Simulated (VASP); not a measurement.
# Zr2Cl (P4/mmm) in VASP: a series of runs

Runs on Zr2Cl. Level: PBE. Tasks: single point, relaxation of cell and atoms.

Program: VASP 6.6.1. These are calculated values, not measurements. Logs are shortened: lines on timing, memory, paths and dates and some standing lists are left out, and cuts for length are marked.

**1. The cell of the first run**

Symmetry: P4/mmm, No. 123, tetragonal system. Conventional cell: a = 4.487 Å, b = 4.487 Å, c = 3.106 Å, α = 90.00°, β = 90.00°, γ = 90.00°. Zr (site symmetry mmm) has 4 Cl at 2.73 Å and 6 Zr at 3.11 to 3.17 Å within 3.6 Å. Cl (site symmetry 4/mmm) has 8 Zr at 2.73 Å and 2 Cl at 3.11 Å within 3.6 Å.

**2. Single point, PBE**

Input file INCAR:

```
  ALGO = Normal
  EDIFF = 1E-6
  ENCUT = 520
  GGA = PE
  ISIF = 2
  ISMEAR = 0
  LASPH = T
  LCHARG = F
  LREAL = F
  LWAVE = F
  NBANDS = 22
  NELM = 100
  PREC = Accurate
  SIGMA = 0.1
```

Input file KPOINTS:

```
k-points
0
Gamma
  10 10 16
```

Input file POSCAR:

```
Zr2Cl
1.0
    4.4867602930      0.0000000000      0.0000000000
    0.0000000000      4.4867602930      0.0000000000
    0.0000000000      0.0000000000      3.1059058664
Zr Cl
2 1
Direct
    0.0000000000      0.5000000000      0.5000000000
    0.5000000000      0.0000000000      0.5000000000
    0.5000000000      0.5000000000      0.0000000000
```

Potentials or basis: VASP PAW PBE potentials, release 64 (Zr_sv, Cl).

Launch:

```bash
cat potpaw_PBE.64/Zr_sv/POTCAR potpaw_PBE.64/Cl/POTCAR > POTCAR
mpirun -np 1 vasp_std > vasp.out
```

OUTCAR:

```text
EDIFF = 1E-6
   ENCUT = 520
   GGA = PE
   ISIF = 2
   ISMEAR = 0
   LASPH = T
   LREAL = F
   NELM = 100
   PREC = Accurate

 ion  position               nearest neighbor table
   1  0.000  0.500  0.500-   3 2.73   3 2.73   3 2.73   3 2.73   2 3.17   2 3.17   2 3.17   2 3.17

   2  0.500  0.000  0.500-   3 2.73   3 2.73   3 2.73   3 2.73   1 3.17   1 3.17   1 3.17   1 3.17

   3  0.500  0.500  0.000-   1 2.73   2 2.73   1 2.73   2 2.73   2 2.73   2 2.73   1 2.73   1 2.73

  LATTYP: Found a simple tetragonal cell.
 ALAT       =     4.4867602930
 C/A-ratio  =     0.6922379765

  Lattice vectors:

 A1 = (   4.4867602930,   0.0000000000,   0.0000000000)
 A2 = (   0.0000000000,   4.4867602930,   0.0000000000)
 A3 = (   0.0000000000,   0.0000000000,   3.1059058664)

Analysis of symmetry for initial positions (statically):
=====================================================================
 Subroutine PRICEL returns:
 Original cell was already a primitive cell.

 Routine SETGRP: Setting up the symmetry group for a
 simple tetragonal supercell.

 Subroutine GETGRP returns: Found 16 space group operations
 (whereof 16 operations were pure point group operations)
 out of a pool of 16 trial point group operations.

The static configuration has the point symmetry D_4h.

Analysis of symmetry for dynamics (positions and initial velocities):
=====================================================================
 Subroutine PRICEL returns:
 Original cell was already a primitive cell.

 Routine SETGRP: Setting up the symmetry group for a
 simple tetragonal supercell.

 Subroutine GETGRP returns: Found 16 space group operations
 (whereof 16 operations were pure point group operations)
 out of a pool of 16 trial point group operations.

The dynamic configuration has the point symmetry D_4h.

 Subroutine INISYM returns: Found 16 space group operations
 (whereof 16 operations are pure point group operations),
 and found     1 'primitive' translations

----------------------------------------------------------------------------------------

                                     Primitive cell

  volume of cell :      62.5250

  direct lattice vectors                    reciprocal lattice vectors
     4.486760293  0.000000000  0.000000000     0.222877964  0.000000000  0.000000000
[... 79 lines left out ...]
   PREC   = accura    normal or accurate (medium, high low for compatibility)
   ISTART =      0    job   : 0-new  1-cont  2-samecut
   ICHARG =      2    charge: 1-file 2-atom 10-const
   ISPIN  =      1    spin polarized calculation?
   LNONCOLLINEAR =      F non collinear calculations
   LSORBIT =      F    spin-orbit coupling
   LASPH  =      T    aspherical Exc in radial PAW
   ENCUT  =  520.0 eV  38.22 Ry    6.18 a.u.   8.34  8.34  5.77*2*pi/ulx,y,z
   NELM   =    100;   NELMIN=  2; NELMDL= -5     # of ELM steps
   EDIFF  = 0.1E-05   stopping-criterion for ELM
   LREAL  =      F    real-space projection
   EDIFFG = 0.1E-04   stopping-criterion for IOM
   NSW    =      0    number of steps for IOM
   IBRION =     -1    ionic relax: 0-MD 1-quasi-New 2-CG
   NFREE  =      0    steps in history (QN), initial steepest desc. (CG)
   ISIF   =      2    stress and relaxation
   ISYM   =      2    0-nonsym 1-usesym 2-fastsym
   POTIM  = 0.5000    time-step for ionic-motion
   TEBEG  =    0.0;   TEEND  =   0.0 temperature during run
   PSTRESS=    0.0 pullay stress
   NELECT =      31.0000    total number of electrons
   NUPDOWN=      -1.0000    fix difference up-down
   EMIN   =  10.00;   EMAX   =-10.00  energy-range for DOS
   EFERMI =   0.00;   METHOD = LEGACY
   ISMEAR =     0;   SIGMA  =   0.10  broadening in eV -4-tet -1-fermi 0-gaus
   EFERMI_NEDOS =   21; number of points for ismear=-14 and -15
   IALGO  =     38    algorithm
   IMIX   =      4    mixing-type and parameters
     AMIX     =   0.40;   BMIX     =  1.00
     AMIX_MAG =   1.60;   BMIX_MAG =  1.00
  volume/ion in A,a.u.               =      20.84       140.65
  Fermi-wavevector in a.u.,A,eV,Ry     =   1.295719  2.448553 22.842643  1.678887
  Thomas-Fermi vector in A             =   2.427221
   LORBIT       =      0    0 simple, 1 ext, 2 COOP (PROOUT), +10 PAW based schemes
   GGA     = PE    functional components
   LHFCALC =     F    Hartree Fock is set to
   AEXX    =    0.0000 exact exchange contribution
   IVDW    =     0    specifies the selected vdW correction
   LEPSILON=     F    determine dielectric tensor
   LRPA    =     F    only Hartree local field effects (RPA)
 non-spin polarized calculation
 Gauss-broadening in eV      SIGMA  =   0.10
  energy-cutoff  :      520.00
  volume of cell :       62.53
 maximum number of plane-waves:      1710
 NGX is ok and might be reduce to    36
   NGX = 17   NGY = 17   NGZ = 11

 number of electron      31.0000001 magnetization

 Free energy of the ion-electron system (eV)
  ---------------------------------------------------
  ext. energy  EPLUGINS =         0.00000000
  ---------------------------------------------------
  free energy    TOTEN  =       -18.48910775 eV

  energy without entropy =      -18.47612294  energy(sigma->0) =      -18.48261534

 E-fermi :   9.5452     XC(G=0): -10.9271

 val. band max:        9.5443560613   @ k =   0.3000   0.2000   0.4375
 cond. band min:       9.5537156064   @ k =   0.5000   0.5000   0.5000
 fundamental gap:      0.0093595451
 Fermi energy:         9.5451937961

 k-point     1 :       0.0000    0.0000    0.0000
  band No.  band energies     occupation
      1     -39.8334      2.00000
      2     -39.7217      2.00000
      3     -18.2032      2.00000
      4     -18.2032      2.00000
      5     -17.5798      2.00000
      6     -17.5675      2.00000
[... 589 lines left out ...]
     21      12.3988      0.00000
     22      12.7125      0.00000

 [... further k-points ...]
[... 5 lines left out ...]
  --------------------------------------------------------------------------------------
  -------------------------------------------------------------------------------------
  Total        0.0866328      0.0866328      0.0718517      0.0000000      0.0000000      0.0000000
  in kB        2.2199291      2.2199291      1.8411679      0.0000000      0.0000000      0.0000000
  external PRESSURE =       2.0936754 kB  Pullay stress =       0.0000000 kB

 VOLUME and BASIS-vectors are now :
 -----------------------------------------------------------------------------
  energy-cutoff  :      520.00
  volume of cell :       62.53
      direct lattice vectors                 reciprocal lattice vectors
     4.486760293  0.000000000  0.000000000     0.222877964  0.000000000  0.000000000
     0.000000000  4.486760293  0.000000000     0.000000000  0.222877964  0.000000000
     0.000000000  0.000000000  3.105905866     0.000000000  0.000000000  0.321967259

 POSITION                                       TOTAL-FORCE (eV/Angst)
 -----------------------------------------------------------------------------------
      0.00000      2.24338      1.55295         0.000000      0.000000      0.000000
      2.24338      0.00000      1.55295         0.000000      0.000000      0.000000
      2.24338      2.24338      0.00000         0.000000      0.000000      0.000000
 -----------------------------------------------------------------------------------
    total drift:                                0.000000      0.000000      0.000000

  FREE ENERGIE OF THE ION-ELECTRON SYSTEM (eV)
  ---------------------------------------------------
  free  energy   TOTEN  =       -18.4891077450 eV

  energy  without entropy=      -18.4761229365  energy(sigma->0) =      -18.48261534
```

OSZICAR:

```text
N       E                     dE             d eps       ncg     rms          rms(c)
DAV:   1     0.283717445182E+03    0.28372E+03   -0.16198E+04  8316   0.136E+03
DAV:   2     0.366879939380E+01   -0.28005E+03   -0.26942E+03  9642   0.383E+02
DAV:   3    -0.176248370637E+02   -0.21294E+02   -0.20676E+02 14360   0.842E+01
DAV:   4    -0.188857973118E+02   -0.12610E+01   -0.12464E+01 11542   0.181E+01
DAV:   5    -0.189273619388E+02   -0.41565E-01   -0.41538E-01 12554   0.280E+00    0.153E+01
DAV:   6    -0.185280273949E+02    0.39933E+00   -0.76515E-01 10048   0.550E+00    0.720E+00
DAV:   7    -0.184857808204E+02    0.42247E-01   -0.47054E-01 12832   0.380E+00    0.122E+00
DAV:   8    -0.184890559236E+02   -0.32751E-02   -0.30653E-02 11082   0.132E+00    0.290E-01
DAV:   9    -0.184890866772E+02   -0.30754E-04   -0.19505E-03 12366   0.325E-01    0.943E-02
DAV:  10    -0.184891138806E+02   -0.27203E-04   -0.13547E-04 11262   0.784E-02    0.178E-02
DAV:  11    -0.184891092217E+02    0.46589E-05   -0.12877E-05 10668   0.229E-02    0.883E-03
DAV:  12    -0.184891080982E+02    0.11235E-05   -0.12410E-06  7282   0.944E-03    0.227E-03
DAV:  13    -0.184891077450E+02    0.35316E-06   -0.37188E-07  6948   0.432E-03
   1 F= -.18489108E+02 E0= -.18482615E+02  d E =-.129848E-01
```

It took 67 s on 1 thread of Intel Xeon 6975P-C (Granite Rapids), shared host; peak memory 0.34 GiB.

Results:

```
Free energy : -18.4891 eV
Pressure    : 0.2 GPa
```

Levels at points of the mesh, in eV from the Fermi level:
```csv
k point,band 13,band 14,band 15,band 16,band 17,band 18,band 19,band 20
"(0.00, 0.00, 0.00)",-4.07,-2.49,-2.48,-1.95,0.47,0.99,0.99,2.95
"(0.50, 0.00, 0.00)",-2.44,-2.00,-1.09,-0.89,0.87,1.11,1.14,1.37
"(0.50, 0.50, 0.00)",-1.56,-1.56,-0.89,-0.30,-0.30,1.71,3.37,3.39
"(0.00, 0.00, 0.50)",-1.67,-1.36,0.18,0.18,1.08,3.37,3.56,3.73
"(0.50, 0.00, 0.50)",-0.86,-0.73,-0.57,0.07,0.11,0.21,0.62,2.09
"(0.50, 0.50, 0.50)",-3.13,-2.02,-2.02,0.01,0.29,1.30,1.30,1.85
```

Caveat: an odd number of electrons without spin polarisation forces a metal; a magnetic or distorted state may lie lower.

**3. Relaxation of cell and atoms, PBE**

This run uses another cell than the first one, of 20.98 Å³/atom, 1.007 times its volume.

Input file INCAR:

```
SYSTEM = Zr2Cl
PREC = Accurate
ENCUT = 600
EDIFF = 1E-6
ISMEAR = 0
SIGMA = 0.1
LREAL = .FALSE.
LASPH = .TRUE.
NELM = 100
ALGO = Normal
ISIF = 3
LWAVE = .FALSE.
LCHARG = .FALSE.
GGA = PE
IBRION = 2
NSW = 100
EDIFFG = -0.01
```

Input file KPOINTS:

```
Automatic mesh
0
G
  10 10 16
  0 0 0
```

Input file POSCAR:

```
Zr2Cl
1.0
    4.5415559683      0.0000000000      0.0000000000
    0.0000000000      4.5415559683      0.0000000000
    0.0000000000      0.0000000000      3.0520080304
Zr Cl
2 1
Direct
    0.0000000000      0.5000000000      0.5000000000
    0.5000000000      0.0000000000      0.5000000000
    0.5000000000      0.5000000000      0.0000000000
```

Potentials or basis: VASP PAW PBE potentials, release 64 (Zr_sv, Cl).

Launch:

```bash
cat potpaw_PBE.64/Zr_sv/POTCAR potpaw_PBE.64/Cl/POTCAR > POTCAR
mpirun -np 1 vasp_std > vasp.out
```

It took 3.6 min on 1 thread of Intel Xeon 6975P-C (Granite Rapids), shared host; peak memory 0.38 GiB.

It converged, with:

| Item | Value |
| --- | --- |
| Free energy | -18.4897 eV |
| Relaxed volume | 20.90 Å³/atom |
| Relaxed cell | a = 4.493 Å, b = 4.493 Å, c = 3.107 Å, α = 90.00°, β = 90.00°, γ = 90.00° |
| Space group after relaxing (to 0.05 Å) | P4/mmm (No. 123) |
| Energy gained by relaxing | 5.0 meV/atom |
| Ionic steps | 6 |
| Pressure after relaxing | 0.0 GPa |

Stress tensor (GPa, compression positive):
```
-0.03  0.00  0.00
 0.00 -0.03  0.00
 0.00  0.00  0.05
```

Step by step:
| step | energy change (eV) | largest force (eV/Å) | pressure (GPa) | volume (Å³) |
| --- | --- | --- | --- | --- |
| 1 | 0.0000 | 0.0000 | -0.05 | 62.95 |
| 2 | -0.0144 | 0.0000 | -0.19 | 62.88 |
| 3 | -0.0148 | 0.0000 | -0.20 | 62.87 |
| 4 | -0.0148 | 0.0000 | -0.20 | 62.87 |
| 5 | -0.0148 | 0.0000 | 0.12 | 62.62 |
| 6 | -0.0149 | 0.0000 | 0.00 | 62.71 |

Final structure:
```
CELL_PARAMETERS angstrom
4.49310 0.00000 0.00000
0.00000 4.49310 0.00000
0.00000 0.00000 3.10654
ATOMIC_POSITIONS crystal
Zr 0.00000 0.50000 0.50000
Zr 0.50000 0.00000 0.50000
Cl 0.50000 0.50000 0.00000
```

Levels at points of the mesh, in eV from the Fermi level:
| k point | band 12 | band 13 | band 14 | band 15 | band 16 | band 17 | band 18 | band 19 |
| --- | --- | --- | --- | --- | --- | --- | --- | --- |
| (0.00, 0.00, 0.00) | -5.96 | -4.06 | -2.48 | -2.47 | -1.95 | 0.46 | 1.00 | 1.00 |
| (0.50, 0.00, 0.00) | -6.34 | -2.43 | -2.00 | -1.09 | -0.89 | 0.86 | 1.11 | 1.13 |
| (0.50, 0.50, 0.00) | -6.69 | -1.56 | -1.56 | -0.89 | -0.31 | -0.31 | 1.71 | 3.38 |
| (0.00, 0.00, 0.50) | -8.54 | -1.66 | -1.35 | 0.17 | 0.17 | 1.08 | 3.36 | 3.55 |
| (0.50, 0.00, 0.50) | -7.57 | -0.85 | -0.73 | -0.57 | 0.06 | 0.11 | 0.22 | 0.62 |
| (0.50, 0.50, 0.50) | -7.39 | -3.11 | -2.02 | -2.02 | 0.01 | 0.28 | 1.30 | 1.30 |

Caveat: an odd number of electrons without spin polarisation forces a metal; a magnetic or distorted state may lie lower.
